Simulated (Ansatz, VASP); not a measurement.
## MgS in VASP and in Ansatz

```xyz
2
Lattice="0.0000 2.5485 2.5485 2.5485 0.0000 2.5485 2.5485 2.5485 0.0000" Properties=species:S:1:pos:R:3 pbc="T T T"
Mg    0.0000    0.0000    0.0000
S     2.5485    2.5485    2.5485
```

Change from the starting cell: volume scaled by 0.94, crystal datasets.

Alike in both runs: task electric field gradients; functional PBE; k mesh 8 × 8 × 8; occupations fermi-dirac, width 0.01 eV; no spin polarisation.

|  | VASP | Ansatz |
| --- | --- | --- |
| version | VASP 6.6.1 | Ansatz 0.2.0 |
| potentials or method | VASP PAW PBE potentials, release 64 (Mg, S), cutoff 520 eV | all-electron PAW with datasets made for the crystal, scalar-relativistic |

|  | VASP | Ansatz | Ansatz less VASP |
| --- | --- | --- | --- |
| gap on the k mesh at the Fermi level (eV) | 2.91 | 2.92 | +0.008 |
| pressure (GPa) | 6.4 | 6.7 | +0.30 |

Ansatz ran all-electron here, and VASP with PAW potentials.
